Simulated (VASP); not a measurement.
# NiO (F-43m) in VASP: single point with PBE

Aim: the single point of NiO with PBE.

All numbers are computed with VASP 6.6.1; they aren't measurements. Logs are shortened: lines on timing, memory, paths and dates and some standing lists are left out, and cuts for length are marked.

### Step 1. The cell of the first run

The structure is cubic, space group F-43m (No. 216). Conventional cell: a = 4.536 Å, b = 4.536 Å, c = 4.536 Å, α = 90.00°, β = 90.00°, γ = 90.00°. Ni (site symmetry -43m) has 4 O at 1.96 Å within 2.6 Å. Within 2.6 Å of O (site symmetry -43m) lie 4 Ni at 1.96 Å.

### Step 2. Single point, PBE, collinear spin, ferromagnetic start

INCAR reads:

```
PREC = Accurate
ENCUT = 1340
EDIFF = 1E-6
ISMEAR = -1
SIGMA = 0.05
LREAL = F
LASPH = T
NELM = 200
ALGO = Normal
ISIF = 2
LWAVE = F
LCHARG = F
ISPIN = 2
MAGMOM = 1 0
LORBIT = 11
LMAXMIX = 4
GGA = PE
NBANDS = 23
GGA_COMPAT = F
```

KPOINTS reads:

```
Automatic mesh
0
Gamma
  10 10 10
```

POSCAR reads:

```
NiO
1.0
    0.0000000000      2.2682221696      2.2682221696
    2.2682221696      0.0000000000      2.2682221696
    2.2682221696      2.2682221696      0.0000000000
Ni O
1 1
Direct
    0.0000000000      0.0000000000      0.0000000000
    0.2500000000      0.2500000000      0.2500000000
```

Potentials or basis: VASP PAW PBE potentials, release 64 (Ni_sv_GW, O_h).

Started as:

```
> cat potpaw_PBE.64/Ni_sv_GW/POTCAR potpaw_PBE.64/O_h/POTCAR > POTCAR
> mpirun -np 1 vasp_std > vasp.out
```

OUTCAR:

```text
PREC = Accurate
   ENCUT = 1340
   EDIFF = 1E-6
   ISMEAR = -1
   LREAL = F
   LASPH = T
   NELM = 200
   ISIF = 2
   ISPIN = 2
   LORBIT = 11
   GGA = PE

 ion  position               nearest neighbor table
   1  0.000  0.000  0.000-   2 1.96   2 1.96   2 1.96   2 1.96
   2  0.250  0.250  0.250-   1 1.96   1 1.96   1 1.96   1 1.96

  LATTYP: Found a face centered cubic cell.
 ALAT       =     4.5364443392

  Lattice vectors:

 A1 = (   0.0000000000,   2.2682221696,   2.2682221696)
 A2 = (   2.2682221696,   0.0000000000,   2.2682221696)
 A3 = (   2.2682221696,   2.2682221696,   0.0000000000)

Analysis of symmetry for initial positions (statically):
=====================================================================
 Subroutine PRICEL returns:
 Original cell was already a primitive cell.

 Routine SETGRP: Setting up the symmetry group for a
 face centered cubic supercell.

 Subroutine GETGRP returns: Found 24 space group operations
 (whereof 24 operations were pure point group operations)
 out of a pool of 48 trial point group operations.

The static configuration has the point symmetry T_d .

Analysis of symmetry for dynamics (positions and initial velocities):
=====================================================================
 Subroutine PRICEL returns:
 Original cell was already a primitive cell.

 Routine SETGRP: Setting up the symmetry group for a
 face centered cubic supercell.

 Subroutine GETGRP returns: Found 24 space group operations
 (whereof 24 operations were pure point group operations)
 out of a pool of 48 trial point group operations.

The dynamic configuration has the point symmetry T_d .

Analysis of structural, dynamic, and magnetic symmetry:
=====================================================================
 Subroutine PRICEL returns:
 Original cell was already a primitive cell.

 Routine SETGRP: Setting up the symmetry group for a
 face centered cubic supercell.

 Subroutine GETGRP returns: Found 24 space group operations
 (whereof 24 operations were pure point group operations)
 out of a pool of 48 trial point group operations.

The overall configuration has the point symmetry T_d .

 Subroutine INISYM returns: Found 24 space group operations
 (whereof 24 operations are pure point group operations),
 and found     1 'primitive' translations

----------------------------------------------------------------------------------------

                                     Primitive cell

  volume of cell :      23.3392

  direct lattice vectors                    reciprocal lattice vectors
     0.000000000  2.268222170  2.268222170    -0.220436960  0.220436960  0.220436960
     2.268222170  0.000000000  2.268222170     0.220436960 -0.220436960  0.220436960
     2.268222170  2.268222170  0.000000000     0.220436960  0.220436960 -0.220436960

  length of vectors
     3.207750555  3.207750555  3.207750555     0.381808015  0.381808015  0.381808015

  position of ions in fractional coordinates (direct lattice)
     0.000000000  0.000000000  0.000000000
     0.250000000  0.250000000  0.250000000

  ion indices of the primitive-cell ions
   primitive index   ion index
                 1           1
                 2           2

----------------------------------------------------------------------------------------

 KPOINTS: Automatic mesh

Automatic generation of k-mesh.
 Grid dimensions read from file:
 generate k-points for:   10   10   10

 Generating k-lattice:

  Cartesian coordinates                     Fractional coordinates (reciprocal lattice)
    -0.022043696  0.022043696  0.022043696     0.100000000  0.000000000  0.000000000
     0.022043696 -0.022043696  0.022043696     0.000000000  0.100000000  0.000000000
     0.022043696  0.022043696 -0.022043696     0.000000000  0.000000000  0.100000000

  Length of vectors
     0.038180801  0.038180801  0.038180801

  Shift w.r.t. Gamma in fractional coordinates (k-lattice)
     0.000000000  0.000000000  0.000000000

 Subroutine IBZKPT returns following result:
 ===========================================

 Found     47 irreducible k-points:

 Following reciprocal coordinates:
            Coordinates               Weight
  0.000000  0.000000  0.000000      1.000000
  0.100000  0.000000  0.000000      8.000000
  0.200000  0.000000  0.000000      8.000000
  0.300000  0.000000  0.000000      8.000000
  0.400000  0.000000  0.000000      8.000000
  0.500000  0.000000  0.000000      4.000000
[... 16 lines left out ...]
  0.300000  0.300000  0.000000      6.000000
  0.400000  0.300000  0.000000     24.000000
 [... further k-points ...]
   k-points           NKPTS =     47   k-points in BZ     NKDIM =     47   number of bands    NBANDS=     23
   number of dos      NEDOS =    301   number of ions     NIONS =      2
   total plane-waves  NPLWV =  64000
   dimension x,y,z NGX =    40 NGY =   40 NGZ =   40
   dimension x,y,z NGXF=    80 NGYF=   80 NGZF=   80
   ions per type =               1   1
   NGX,Y,Z   is equivalent  to a cutoff of  20.73, 20.73, 20.73 a.u.
   NGXF,Y,Z  is equivalent  to a cutoff of  41.46, 41.46, 41.46 a.u.
 SYSTEM =  unknown system
   PREC   = accura    normal or accurate (medium, high low for compatibility)
   ISTART =      0    job   : 0-new  1-cont  2-samecut
   ICHARG =      2    charge: 1-file 2-atom 10-const
   ISPIN  =      2    spin polarized calculation?
   LNONCOLLINEAR =      F non collinear calculations
   LSORBIT =      F    spin-orbit coupling
   LASPH  =      T    aspherical Exc in radial PAW
   ENCUT  = 1340.0 eV  98.49 Ry    9.92 a.u.   9.57  9.57  9.57*2*pi/ulx,y,z
   NELM   =    200;   NELMIN=  2; NELMDL= -5     # of ELM steps
   EDIFF  = 0.1E-05   stopping-criterion for ELM
   LREAL  =      F    real-space projection
   EDIFFG = 0.1E-04   stopping-criterion for IOM
   NSW    =      0    number of steps for IOM
   IBRION =     -1    ionic relax: 0-MD 1-quasi-New 2-CG
   NFREE  =      0    steps in history (QN), initial steepest desc. (CG)
   ISIF   =      2    stress and relaxation
   ISYM   =      2    0-nonsym 1-usesym 2-fastsym
   POTIM  = 0.5000    time-step for ionic-motion
   TEBEG  =    0.0;   TEEND  =   0.0 temperature during run
   PSTRESS=    0.0 pullay stress
   NELECT =      24.0000    total number of electrons
   NUPDOWN=      -1.0000    fix difference up-down
   EMIN   =  10.00;   EMAX   =-10.00  energy-range for DOS
   EFERMI =   0.00;   METHOD = LEGACY
   ISMEAR =    -1;   SIGMA  =   0.05  broadening in eV -4-tet -1-fermi 0-gaus
   EFERMI_NEDOS =   21; number of points for ismear=-14 and -15
   IALGO  =     38    algorithm
   IMIX   =      4    mixing-type and parameters
     AMIX     =   0.40;   BMIX     =  1.00
     AMIX_MAG =   1.60;   BMIX_MAG =  1.00
  volume/ion in A,a.u.               =      11.67        78.75
  Fermi-wavevector in a.u.,A,eV,Ry     =   1.652404  3.122591 37.149892  2.730440
  Thomas-Fermi vector in A             =   2.741019
   LORBIT       =     11    0 simple, 1 ext, 2 COOP (PROOUT), +10 PAW based schemes
   GGA     = PE    functional components
   LHFCALC =     F    Hartree Fock is set to
   AEXX    =    0.0000 exact exchange contribution
   IVDW    =     0    specifies the selected vdW correction
   LEPSILON=     F    determine dielectric tensor
   LRPA    =     F    only Hartree local field effects (RPA)
 spin polarized calculation
  energy-cutoff  :     1340.00
  volume of cell :       23.34
 maximum number of plane-waves:      2652
 NGX is ok and might be reduce to    40
   NGX = 19   NGY = 19   NGZ = 19

 number of electron      24.0000004 magnetization       1.9719678

 Free energy of the ion-electron system (eV)
  ---------------------------------------------------
  ext. energy  EPLUGINS =         0.00000000
  ---------------------------------------------------
  free energy    TOTEN  =       -12.55637236 eV

  energy without entropy =      -12.54148978  energy(sigma->0) =      -12.54893107

 E-fermi :   4.8298     XC(G=0): -11.3326

 val. band max:        4.8113466040   @ k =  -0.3000   0.3000   0.1000
 cond. band min:       4.8460007346   @ k =   0.4000   0.2000   0.1000
 fundamental gap:      0.0346541306
 Fermi energy:         4.8297528772

 spin component 1

 k-point     1 :       0.0000    0.0000    0.0000
  band No.  band energies     occupation
      1     -99.7827      1.00000
      2     -60.1531      1.00000
      3     -60.1531      1.00000
      4     -60.1531      1.00000
      5     -14.9202      1.00000
      6      -1.0080      1.00000
[... 15 lines left out ...]
     22      27.2995      0.00000
     23      27.2995      0.00000
[... 575 lines left out ...]
      1     -99.7819      1.00000
      2     -60.1617      1.00000
      3     -60.1567      1.00000
      4     -60.1563      1.00000
      5     -14.2849      1.00000
      6      -1.8934      1.00000
[... 15 lines left out ...]
     22      33.0619      0.00000
     23      33.4655      0.00000

 [... further k-points ...]

 spin component 2

 k-point     1 :       0.0000    0.0000    0.0000
  band No.  band energies     occupation
      1     -97.8783      1.00000
      2     -58.2983      1.00000
      3     -58.2983      1.00000
      4     -58.2983      1.00000
      5     -14.3086      1.00000
      6       0.0300      1.00000
[... 15 lines left out ...]
     22      27.5539      0.00000
     23      27.5539      0.00000
[... 575 lines left out ...]
      1     -97.8775      1.00000
      2     -58.3079      1.00000
      3     -58.3023      1.00000
      4     -58.3020      1.00000
      5     -13.6237      1.00000
      6      -1.2947      1.00000
[... 15 lines left out ...]
     22      33.3500      0.00000
     23      33.7818      0.00000

 [... further k-points ...]

------------------------ aborting loop because EDIFF is reached ----------------------------------------

  FORCE on cell =-STRESS in cart. coord.  units (eV):
  Direction    XX          YY          ZZ          XY          YZ          ZX
  --------------------------------------------------------------------------------------
  -------------------------------------------------------------------------------------
  Total       -0.6567327     -0.6567327     -0.6567327      0.0000000      0.0000000      0.0000000
  in kB      -45.0829633    -45.0829633    -45.0829633      0.0000000      0.0000000      0.0000000
  external PRESSURE =     -45.0829633 kB  Pullay stress =       0.0000000 kB

 VOLUME and BASIS-vectors are now :
 -----------------------------------------------------------------------------
  energy-cutoff  :     1340.00
  volume of cell :       23.34
      direct lattice vectors                 reciprocal lattice vectors
     0.000000000  2.268222170  2.268222170    -0.220436960  0.220436960  0.220436960
     2.268222170  0.000000000  2.268222170     0.220436960 -0.220436960  0.220436960
     2.268222170  2.268222170  0.000000000     0.220436960  0.220436960 -0.220436960

 POSITION                                       TOTAL-FORCE (eV/Angst)
 -----------------------------------------------------------------------------------
      0.00000      0.00000      0.00000         0.000000      0.000000      0.000000
      1.13411      1.13411      1.13411        -0.000000     -0.000000     -0.000000
 -----------------------------------------------------------------------------------
    total drift:                               -0.000000     -0.000000     -0.000000

  FREE ENERGIE OF THE ION-ELECTRON SYSTEM (eV)
  ---------------------------------------------------
  free  energy   TOTEN  =       -12.5563723590 eV

  energy  without entropy=      -12.5414897795  energy(sigma->0) =      -12.54893107

 total charge

# of ion       s       p       d       f       tot
--------------------------------------------------
    1        2.170   6.241   7.749   0.009  16.168
    2        1.039   2.290   0.000   0.000   3.329
--------------------------------------------------
tot          3.209   8.531   7.749   0.009  19.498

 magnetization (x)

# of ion       s       p       d       f       tot
--------------------------------------------------
    1        0.004   0.027   1.524   0.001   1.556
    2        0.016   0.262   0.000   0.000   0.279
--------------------------------------------------
tot          0.021   0.289   1.524   0.001   1.835
```

Run time: 4.6 min. Hardware: 1 thread of Intel Xeon Platinum 8375C at 2.90GHz (Ice Lake), shared host; peak memory 0.42 GiB.

Results:

```
Free energy                                           : -12.5564 eV
Pressure                                              : -4.5 GPa
Band gap on the k mesh                                : zero (filled and empty bands overlap)
Net moment                                            : 1.97 μB per cell
Site moments                                          : Ni +1.56; O +0.28 μB
Valence electrons inside the program's atomic spheres : Ni 16.17; O 3.33
```

Caveat: the cell stands under tension; a cell with one magnetic atom can't hold antiferromagnetic order, which such compounds often take; semilocal functionals often make such compounds metallic where correlation or magnetic order opens a gap, which also shifts bond lengths. With open d or f shells a metallic result of PBE can be an artefact of self-interaction; +U or a hybrid may open a gap.

The gap in the log of VASP goes by the Fermi energy; the results here count the filled bands.